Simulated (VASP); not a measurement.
# SiMo5 (Cmmm) in VASP: single point with PBE

Aim: the single point of SiMo5 with PBE.

All numbers are computed with VASP 6.6.1; they aren't measurements. Logs are shortened: lines on timing, memory, paths and dates and some standing lists are left out, and cuts for length are marked.

**1. The cell of the first run**

It takes space group Cmmm (No. 65, orthorhombic). Conventional cell: a = 3.195 Å, b = 4.475 Å, c = 12.875 Å, α = 90.00°, β = 90.00°, γ = 90.00°. Si (site symmetry mmm) has 8 Mo at 2.56 to 3.00 Å and 6 Si at 2.75 to 3.20 Å within 3.4 Å. Within 3.6 Å of Mo (site symmetry mm2) lie 14 Mo at 2.73 to 3.20 Å. Within 3.4 Å of Mo (site symmetry mm2) lie 4 Si at 2.56 to 3.00 Å and 10 Mo at 2.74 to 3.20 Å. Mo (site symmetry mmm) has 14 Mo at 2.73 to 3.20 Å within 3.6 Å.

**2. Single point, PBE**

File INCAR:

```
SYSTEM = SiMo5
ALGO = Fast
EDIFF = 1E-6
ENCUT = 520
GGA = PE
ISIF = 2
ISMEAR = 0
LASPH = .True.
LCHARG = .True.
LELF = .True.
LREAL = .False.
LVHAR = .True.
LWAVE = .False.
NBANDS = 46
NELM = 60
PREC = Accurate
SIGMA = 0.1
```

File KPOINTS:

```
k-points
0
Gamma
  12 12 4
  0 0 0
```

File POSCAR:

```
SiMo5
1.0
    1.5975989524     -2.2376036026      0.0000000000
    1.5975989524      2.2376036026      0.0000000000
    0.0000000000      0.0000000000     12.8751680720
Si Mo
1 5
Direct
    0.0000000000      0.0000000000      0.0000000000
    0.0000000000      0.0000000000      0.6723686459
    0.5000000000      0.5000000000      0.8450040141
    0.5000000000      0.5000000000      0.5000000000
    0.5000000000      0.5000000000      0.1549959859
    0.0000000000      0.0000000000      0.3276313541
```

Potentials or basis: VASP PAW PBE potentials, release 64 (Si, Mo_sv).

Launch:

```
$ cat potpaw_PBE.64/Si/POTCAR potpaw_PBE.64/Mo_sv/POTCAR > POTCAR
$ mpirun -np 1 vasp_std > vasp.out
```

OUTCAR:

```text
SYSTEM = SiMo5
   EDIFF = 1E-6
   ENCUT = 520
   GGA = PE
   ISIF = 2
   ISMEAR = 0
   LASPH = .True.
   LREAL = .False.
   NELM = 60
   PREC = Accurate

 ion  position               nearest neighbor table
   1  0.000  0.000  0.000-   3 2.56   5 2.56   3 2.56   5 2.56   3 3.00   5 3.00   3 3.00   5 3.00

   2  0.000  0.000  0.672-   4 2.73   4 2.73   3 2.74   3 2.74   4 3.15   4 3.15   3 3.15   3 3.15

   3  0.500  0.500  0.845-   1 2.56   1 2.56   2 2.74   2 2.74   1 3.00   1 3.00   2 3.15   2 3.15

   4  0.500  0.500  0.500-   2 2.73   6 2.73   2 2.73   6 2.73   2 3.15   6 3.15   2 3.15   6 3.15

   5  0.500  0.500  0.155-   1 2.56   1 2.56   6 2.74   6 2.74   1 3.00   1 3.00   6 3.15   6 3.15

   6  0.000  0.000  0.328-   4 2.73   4 2.73   5 2.74   5 2.74   4 3.15   4 3.15   5 3.15   5 3.15

  LATTYP: Found a base centered orthorhombic cell.
 ALAT       =     3.1951979048
 B/A-ratio  =     1.4006040748
 C/A-ratio  =     4.0295369663

  Lattice vectors:

 A1 = (   1.5975989524,  -2.2376036026,   0.0000000000)
 A2 = (   1.5975989524,   2.2376036026,   0.0000000000)
 A3 = (   0.0000000000,   0.0000000000,  12.8751680720)

Analysis of symmetry for initial positions (statically):
=====================================================================
 Subroutine PRICEL returns:
 Original cell was already a primitive cell.

 Routine SETGRP: Setting up the symmetry group for a
 base centered orthorhombic supercell.

 Subroutine GETGRP returns: Found  8 space group operations
 (whereof  8 operations were pure point group operations)
 out of a pool of  8 trial point group operations.

The static configuration has the point symmetry D_2h.

Analysis of symmetry for dynamics (positions and initial velocities):
=====================================================================
 Subroutine PRICEL returns:
 Original cell was already a primitive cell.

 Routine SETGRP: Setting up the symmetry group for a
 base centered orthorhombic supercell.

 Subroutine GETGRP returns: Found  8 space group operations
 (whereof  8 operations were pure point group operations)
 out of a pool of  8 trial point group operations.

The dynamic configuration has the point symmetry D_2h.

 Subroutine INISYM returns: Found  8 space group operations
 (whereof  8 operations are pure point group operations),
 and found     1 'primitive' translations

[... 100 lines left out ...]
   ENCUT  =  520.0 eV  38.22 Ry    6.18 a.u.   5.11  5.11 23.94*2*pi/ulx,y,z
   NELM   =     60;   NELMIN=  2; NELMDL= -5     # of ELM steps
   EDIFF  = 0.1E-05   stopping-criterion for ELM
   LREAL  =      F    real-space projection
   EDIFFG = 0.1E-04   stopping-criterion for IOM
   NSW    =      0    number of steps for IOM
   IBRION =     -1    ionic relax: 0-MD 1-quasi-New 2-CG
   NFREE  =      0    steps in history (QN), initial steepest desc. (CG)
   ISIF   =      2    stress and relaxation
   ISYM   =      2    0-nonsym 1-usesym 2-fastsym
   POTIM  = 0.5000    time-step for ionic-motion
   TEBEG  =    0.0;   TEEND  =   0.0 temperature during run
   PSTRESS=    0.0 pullay stress
   NELECT =      74.0000    total number of electrons
   NUPDOWN=      -1.0000    fix difference up-down
   EMIN   =  10.00;   EMAX   =-10.00  energy-range for DOS
   EFERMI =   0.00;   METHOD = LEGACY
   ISMEAR =     0;   SIGMA  =   0.10  broadening in eV -4-tet -1-fermi 0-gaus
   EFERMI_NEDOS =   21; number of points for ismear=-14 and -15
   IALGO  =     68    algorithm
   IMIX   =      4    mixing-type and parameters
     AMIX     =   0.40;   BMIX     =  1.00
     AMIX_MAG =   1.60;   BMIX_MAG =  1.00
  volume/ion in A,a.u.               =      15.34       103.53
  Fermi-wavevector in a.u.,A,eV,Ry     =   1.522208  2.876557 31.526312  2.317119
  Thomas-Fermi vector in A             =   2.630819
   LORBIT       =      0    0 simple, 1 ext, 2 COOP (PROOUT), +10 PAW based schemes
   GGA     = PE    functional components
   LHFCALC =     F    Hartree Fock is set to
   AEXX    =    0.0000 exact exchange contribution
   IVDW    =     0    specifies the selected vdW correction
   LEPSILON=     F    determine dielectric tensor
   LRPA    =     F    only Hartree local field effects (RPA)
 non-spin polarized calculation
 RMM-DIIS sequential band-by-band and
 Gauss-broadening in eV      SIGMA  =   0.10
  energy-cutoff  :      520.00
  volume of cell :       92.05
 maximum number of plane-waves:      2516
   NGX = 11   NGY = 11   NGZ = 47

 number of electron      73.9999998 magnetization

 Free energy of the ion-electron system (eV)
  ---------------------------------------------------
  ext. energy  EPLUGINS =         0.00000000
  ---------------------------------------------------
  free energy    TOTEN  =       -60.16147110 eV

  energy without entropy =      -60.13908291  energy(sigma->0) =      -60.15027701

 E-fermi :  12.3073     XC(G=0): -13.0787

 val. band max:       12.3054835274   @ k =  -0.3333   0.3333   0.5000
 cond. band min:      12.3102393532   @ k =  -0.1667   0.0833   0.2500
 fundamental gap:      0.0047558258
 Fermi energy:        12.3073054527

 k-point     1 :       0.0000    0.0000    0.0000
  band No.  band energies     occupation
      1     -48.9339      2.00000
      2     -48.9033      2.00000
      3     -48.8394      2.00000
      4     -48.7709      2.00000
      5     -48.7066      2.00000
      6     -23.5031      2.00000
[... 1165 lines left out ...]
     45      15.5085      0.00000
     46      15.5176      0.00000

 [... further k-points ...]
[... 5 lines left out ...]
  --------------------------------------------------------------------------------------
  -------------------------------------------------------------------------------------
  Total        0.2277986      0.2491215      0.2175447      0.0000000      0.0000000      0.0000000
  in kB        3.9648591      4.3359874      3.7863890      0.0000000      0.0000000      0.0000000
  external PRESSURE =       4.0290785 kB  Pullay stress =       0.0000000 kB

 VOLUME and BASIS-vectors are now :
 -----------------------------------------------------------------------------
  energy-cutoff  :      520.00
  volume of cell :       92.05
      direct lattice vectors                 reciprocal lattice vectors
     1.597598952 -2.237603603  0.000000000     0.312969659 -0.223453341  0.000000000
     1.597598952  2.237603603  0.000000000     0.312969659  0.223453341  0.000000000
     0.000000000  0.000000000 12.875168072     0.000000000  0.000000000  0.077668889

 POSITION                                       TOTAL-FORCE (eV/Angst)
 -----------------------------------------------------------------------------------
      0.00000      0.00000      0.00000        -0.000000      0.000000      0.000000
      0.00000      0.00000      8.65686         0.000000      0.000000      0.000758
      1.59760      0.00000     10.87957         0.000000      0.000000      0.007167
      1.59760      0.00000      6.43758        -0.000000     -0.000000      0.000000
      1.59760      0.00000      1.99560        -0.000000      0.000000     -0.007167
      0.00000      0.00000      4.21831         0.000000      0.000000     -0.000758
 -----------------------------------------------------------------------------------
    total drift:                               -0.000000     -0.000000      0.000000

  FREE ENERGIE OF THE ION-ELECTRON SYSTEM (eV)
  ---------------------------------------------------
  free  energy   TOTEN  =       -60.1614711007 eV

  energy  without entropy=      -60.1390829106  energy(sigma->0) =      -60.15027701
```

Wall time 18 min (1 thread of Intel Xeon 8259CL, shared host); peak memory 0.48 GiB.

Results:

| Quantity | Value |
| --- | --- |
| Free energy | -60.1615 eV |
| Pressure | 0.4 GPa |
| Largest force | 0.007 eV/Å |
| Band gap on the k mesh | zero (bands 37 and 38 overlap by 1.91 eV) |

Forces in eV/Å, atoms in the order of the input:
```
Si   0.000  0.000  0.000
Mo   0.000  0.000  0.001
Mo   0.000  0.000  0.007
Mo   0.000  0.000  0.000
Mo   0.000  0.000 -0.007
Mo   0.000  0.000 -0.001
```
